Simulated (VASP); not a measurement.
# Zr (P6_3/mmc) in VASP: single point with PBE

Aim: the single point of Zr with PBE.

All numbers are computed with VASP 6.6.1; they aren't measurements. Logs are shortened: lines on timing, memory, paths and dates and some standing lists are left out, and cuts for length are marked.

### 1 The cell of the first run

The structure is hexagonal, space group P6_3/mmc (No. 194). Conventional cell: a = 3.228 Å, b = 3.228 Å, c = 5.192 Å, α = 90.00°, β = 90.00°, γ = 120.00°. Zr (site symmetry -6m2) has 12 Zr at 3.20 to 3.23 Å within 4.2 Å.

### 2 Single point, PBE

The input, INCAR:

```
PREC = Accurate ; ENCUT = 520
EDIFF = 1E-7 ; ISMEAR = -1
SIGMA = 0.15 ; LREAL = False
LASPH = True ; NELM = 60
ALGO = Fast ; ISIF = 2
LWAVE = False ; LCHARG = False
GGA = PE ; NBANDS = 19
```

The input, KPOINTS:

```
regular mesh
0
Gamma
  15 15 8
```

The input, POSCAR:

```
Zr
1.0
    3.2284879740      0.0000000000      0.0000000000
   -1.6142439870      2.7959526013      0.0000000000
    0.0000000000      0.0000000000      5.1921868851
Zr
2
Direct
    0.3333333333      0.6666666667      0.2500000000
    0.6666666667      0.3333333333      0.7500000000
```

Potentials or basis: VASP PAW PBE potentials, release 64 (Zr_sv).

Command:

```bash
$ cat potpaw_PBE.64/Zr_sv/POTCAR > POTCAR
$ mpirun -np 1 vasp_std > vasp.out
```

OUTCAR:

```text
PREC = Accurate
   ENCUT = 520
   EDIFF = 1E-7
   ISMEAR = -1
   LREAL = False
   LASPH = True
   NELM = 60
   ISIF = 2
   GGA = PE

 ion  position               nearest neighbor table
   1  0.333  0.667  0.250-   2 3.20   2 3.20   2 3.20   2 3.20   2 3.20   2 3.20
   2  0.667  0.333  0.750-   1 3.20   1 3.20   1 3.20   1 3.20   1 3.20   1 3.20

  LATTYP: Found a hexagonal cell.
 ALAT       =     3.2284879740
 C/A-ratio  =     1.6082410487

  Lattice vectors:

 A1 = (   3.2284879740,   0.0000000000,   0.0000000000)
 A2 = (  -1.6142439870,   2.7959526013,   0.0000000000)
 A3 = (   0.0000000000,   0.0000000000,   5.1921868851)

Analysis of symmetry for initial positions (statically):
=====================================================================
 Subroutine PRICEL returns:
 Original cell was already a primitive cell.

 Routine SETGRP: Setting up the symmetry group for a
 hexagonal supercell.

 Subroutine GETGRP returns: Found 24 space group operations
 (whereof 12 operations were pure point group operations)
 out of a pool of 24 trial point group operations.

The static configuration has the point symmetry D_3d.
 The point group associated with its full space group is D_6h.

Analysis of symmetry for dynamics (positions and initial velocities):
=====================================================================
 Subroutine PRICEL returns:
 Original cell was already a primitive cell.

 Routine SETGRP: Setting up the symmetry group for a
 hexagonal supercell.

 Subroutine GETGRP returns: Found 24 space group operations
 (whereof 12 operations were pure point group operations)
 out of a pool of 24 trial point group operations.

The dynamic configuration has the point symmetry D_3d.
 The point group associated with its full space group is D_6h.

 Subroutine INISYM returns: Found 24 space group operations
 (whereof 12 operations are pure point group operations),
 and found     1 'primitive' translations

----------------------------------------------------------------------------------------

                                     Primitive cell

  volume of cell :      46.8683

  direct lattice vectors                    reciprocal lattice vectors
     3.228487974  0.000000000  0.000000000     0.309742520  0.178829927  0.000000000
    -1.614243987  2.795952601  0.000000000     0.000000000  0.357659854  0.000000000
     0.000000000  0.000000000  5.192186885     0.000000000  0.000000000  0.192597074

  length of vectors
     3.228487974  3.228487974  5.192186885     0.357659854  0.357659854  0.192597074

  position of ions in fractional coordinates (direct lattice)
     0.333333333  0.666666667  0.250000000
     0.666666667  0.333333333  0.750000000

  ion indices of the primitive-cell ions
   primitive index   ion index
                 1           1
                 2           2

----------------------------------------------------------------------------------------

 KPOINTS: regular mesh

Automatic generation of k-mesh.
 Grid dimensions read from file:
 generate k-points for:   15   15    8

 Generating k-lattice:

  Cartesian coordinates                     Fractional coordinates (reciprocal lattice)
     0.020649501  0.011921995  0.000000000     0.066666667 -0.000000000  0.000000000
     0.000000000  0.023843990  0.000000000     0.000000000  0.066666667  0.000000000
     0.000000000  0.000000000  0.024074634     0.000000000  0.000000000  0.125000000

  Length of vectors
     0.023843990  0.023843990  0.024074634

  Shift w.r.t. Gamma in fractional coordinates (k-lattice)
     0.000000000  0.000000000  0.000000000

 Subroutine IBZKPT returns following result:
 ===========================================

 Found    135 irreducible k-points:

 Following reciprocal coordinates:
            Coordinates               Weight
  0.000000  0.000000  0.000000      1.000000
  0.066667 -0.000000  0.000000      6.000000
  0.133333 -0.000000  0.000000      6.000000
  0.200000 -0.000000  0.000000      6.000000
  0.266667 -0.000000  0.000000      6.000000
  0.333333 -0.000000  0.000000      6.000000
[... 16 lines left out ...]
  0.333333  0.200000  0.000000     12.000000
  0.400000  0.200000  0.000000      6.000000
 [... further k-points ...]
   k-points           NKPTS =    135   k-points in BZ     NKDIM =    135   number of bands    NBANDS=     19
   number of dos      NEDOS =    301   number of ions     NIONS =      2
   total plane-waves  NPLWV =  23040
   dimension x,y,z NGX =    24 NGY =   24 NGZ =   40
   dimension x,y,z NGXF=    48 NGYF=   48 NGZF=   80
   ions per type =               2
   NGX,Y,Z   is equivalent  to a cutoff of  12.36, 12.36, 12.81 a.u.
   NGXF,Y,Z  is equivalent  to a cutoff of  24.72, 24.72, 25.61 a.u.
 SYSTEM =  unknown system
   PREC   = accura    normal or accurate (medium, high low for compatibility)
   ISTART =      0    job   : 0-new  1-cont  2-samecut
   ICHARG =      2    charge: 1-file 2-atom 10-const
   ISPIN  =      1    spin polarized calculation?
   LNONCOLLINEAR =      F non collinear calculations
   LSORBIT =      F    spin-orbit coupling
   LASPH  =      T    aspherical Exc in radial PAW
   ENCUT  =  520.0 eV  38.22 Ry    6.18 a.u.   6.00  6.00  9.65*2*pi/ulx,y,z
   NELM   =     60;   NELMIN=  2; NELMDL= -5     # of ELM steps
   EDIFF  = 0.1E-06   stopping-criterion for ELM
   LREAL  =      F    real-space projection
   EDIFFG = 0.1E-05   stopping-criterion for IOM
   NSW    =      0    number of steps for IOM
   IBRION =     -1    ionic relax: 0-MD 1-quasi-New 2-CG
   NFREE  =      0    steps in history (QN), initial steepest desc. (CG)
   ISIF   =      2    stress and relaxation
   ISYM   =      2    0-nonsym 1-usesym 2-fastsym
   POTIM  = 0.5000    time-step for ionic-motion
   TEBEG  =    0.0;   TEEND  =   0.0 temperature during run
   PSTRESS=    0.0 pullay stress
   NELECT =      24.0000    total number of electrons
   NUPDOWN=      -1.0000    fix difference up-down
   EMIN   =  10.00;   EMAX   =-10.00  energy-range for DOS
   EFERMI =   0.00;   METHOD = LEGACY
   ISMEAR =    -1;   SIGMA  =   0.15  broadening in eV -4-tet -1-fermi 0-gaus
   EFERMI_NEDOS =   21; number of points for ismear=-14 and -15
   IALGO  =     68    algorithm
   IMIX   =      4    mixing-type and parameters
     AMIX     =   0.40;   BMIX     =  1.00
     AMIX_MAG =   1.60;   BMIX_MAG =  1.00
  volume/ion in A,a.u.               =      23.43       158.14
  Fermi-wavevector in a.u.,A,eV,Ry     =   1.309741  2.475052 23.339732  1.715422
  Thomas-Fermi vector in A             =   2.440319
   LORBIT       =      0    0 simple, 1 ext, 2 COOP (PROOUT), +10 PAW based schemes
   GGA     = PE    functional components
   LHFCALC =     F    Hartree Fock is set to
   AEXX    =    0.0000 exact exchange contribution
   IVDW    =     0    specifies the selected vdW correction
   LEPSILON=     F    determine dielectric tensor
   LRPA    =     F    only Hartree local field effects (RPA)
 non-spin polarized calculation
 RMM-DIIS sequential band-by-band and
  energy-cutoff  :      520.00
  volume of cell :       46.87
 maximum number of plane-waves:      1290
   NGX = 13   NGY = 13   NGZ = 19

 number of electron      24.0000001 magnetization

 Free energy of the ion-electron system (eV)
  ---------------------------------------------------
  ext. energy  EPLUGINS =         0.00000000
  ---------------------------------------------------
  free energy    TOTEN  =       -17.12074959 eV

  energy without entropy =      -16.95008457  energy(sigma->0) =      -17.03541708

 E-fermi :   8.8668     XC(G=0): -11.0514

 val. band max:        8.8540945266   @ k =   0.3333   0.2667   0.5000
 cond. band min:       8.8826056042   @ k =   0.3333   0.3333   0.5000
 fundamental gap:      0.0285110776
 Fermi energy:         8.8668383990

 k-point     1 :       0.0000    0.0000    0.0000
  band No.  band energies     occupation
      1     -39.9164      2.00000
      2     -39.7716      2.00000
      3     -18.4125      2.00000
      4     -17.5702      2.00000
      5     -17.5702      2.00000
      6     -17.4452      2.00000
[... 11 lines left out ...]
     18      11.1215      0.00000
     19      13.3432      0.00000

 k-point     2 :       0.0667   -0.0000    0.0000
  band No.  band energies     occupation
      1     -39.9113      2.00000
      2     -39.7693      2.00000
      3     -18.3991      2.00000
      4     -17.6007      2.00000
      5     -17.5801      2.00000
      6     -17.4701      2.00000
[... 11 lines left out ...]
     18      11.0110      0.00000
     19      13.4241      0.00000

 k-point     3 :       0.1333   -0.0000    0.0000
  band No.  band energies     occupation
      1     -39.8970      2.00000
      2     -39.7631      2.00000
      3     -18.3603      2.00000
      4     -17.6868      2.00000
      5     -17.6073      2.00000
      6     -17.5579      2.00000
[... 11 lines left out ...]
     18      10.8933      0.00000
     19      13.6049      0.00000

 k-point     4 :       0.2000   -0.0000    0.0000
  band No.  band energies     occupation
      1     -39.8752      2.00000
      2     -39.7545      2.00000
      3     -18.2994      2.00000
      4     -17.8134      2.00000
      5     -17.6833      2.00000
      6     -17.6458      2.00000
[... 11 lines left out ...]
     18      11.4047      0.00000
     19      13.7992      0.00000

 k-point     5 :       0.2667   -0.0000    0.0000
  band No.  band energies     occupation
      1     -39.8490      2.00000
      2     -39.7456      2.00000
      3     -18.2222      2.00000
      4     -17.9584      2.00000
      5     -17.8219      2.00000
      6     -17.6885      2.00000
[... 11 lines left out ...]
     18      12.0685      0.00000
     19      13.9553      0.00000
[... 334 lines left out ...]
      2     -39.7373      2.00000
      3     -18.1147      2.00000
      4     -18.0230      2.00000
      5     -18.0033      2.00000
      6     -17.7433      2.00000
[... 11 lines left out ...]
     18      13.5524      0.00000
     19      13.7580      0.00000

 k-point    22 :       0.2667    0.2000    0.0000
  band No.  band energies     occupation
      1     -39.7930      2.00000
      2     -39.7349      2.00000
      3     -18.1129      2.00000
      4     -18.0363      2.00000
      5     -18.0340      2.00000
      6     -17.8120      2.00000
[... 11 lines left out ...]
     18      13.7218      0.00000
     19      14.4201      0.00000

 k-point    23 :       0.3333    0.2000    0.0000
  band No.  band energies     occupation
      1     -39.7750      2.00000
      2     -39.7360      2.00000
      3     -18.1737      2.00000
      4     -18.0419      2.00000
      5     -17.9607      2.00000
      6     -17.8768      2.00000
[... 11 lines left out ...]
     18      13.6958      0.00000
     19      15.1107      0.00000

 k-point    24 :       0.4000    0.2000    0.0000
  band No.  band energies     occupation
      1     -39.7672      2.00000
      2     -39.7378      2.00000
      3     -18.1948      2.00000
      4     -18.0378      2.00000
      5     -17.9251      2.00000
      6     -17.9064      2.00000
[... 11 lines left out ...]
     18      13.6861      0.00000
     19      15.3215      0.00000

 [... further k-points ...]
[... 5 lines left out ...]
  --------------------------------------------------------------------------------------
  -------------------------------------------------------------------------------------
  Total        0.0029505      0.0029505      0.0026627      0.0000000      0.0000000      0.0000000
  in kB        0.1008606      0.1008606      0.0910247      0.0000000      0.0000000      0.0000000
  external PRESSURE =       0.0975819 kB  Pullay stress =       0.0000000 kB

 VOLUME and BASIS-vectors are now :
 -----------------------------------------------------------------------------
  energy-cutoff  :      520.00
  volume of cell :       46.87
      direct lattice vectors                 reciprocal lattice vectors
     3.228487974  0.000000000  0.000000000     0.309742520  0.178829927  0.000000000
    -1.614243987  2.795952601  0.000000000     0.000000000  0.357659854  0.000000000
     0.000000000  0.000000000  5.192186885     0.000000000  0.000000000  0.192597074

 POSITION                                       TOTAL-FORCE (eV/Angst)
 -----------------------------------------------------------------------------------
     -0.00000      1.86397      1.29805         0.000000      0.000000      0.000000
      1.61424      0.93198      3.89414        -0.000000     -0.000000      0.000000
 -----------------------------------------------------------------------------------
    total drift:                               -0.000000      0.000000     -0.000000

  FREE ENERGIE OF THE ION-ELECTRON SYSTEM (eV)
  ---------------------------------------------------
  free  energy   TOTEN  =       -17.1207495858 eV

  energy  without entropy=      -16.9500845666  energy(sigma->0) =      -17.03541708
```

Wall time 3.1 min (1 thread of AMD EPYC 7R13 (Zen 3), shared host); peak memory 0.2 GiB.

Results:

```
Free energy            : -17.1207 eV
Pressure               : 0.0 GPa
Band gap on the k mesh : zero (band 12 reaches 9.80 eV, above the bottom of band 13 at 8.60 eV)
```

Levels at points of the mesh, in eV from the Fermi level:
```
           k point  band 8  band 9  band 10  band 11  band 12  band 13  band 14  band 15  band 16  band 17
(0.00, 0.00, 0.00)  -26.31   -5.59    -2.96     0.93     0.93     0.99     1.13     1.60     1.60     2.25
(0.00, 0.00, 0.50)  -26.37   -3.91    -3.91     0.06     0.06     0.86     0.86     0.86     0.86     3.98
```
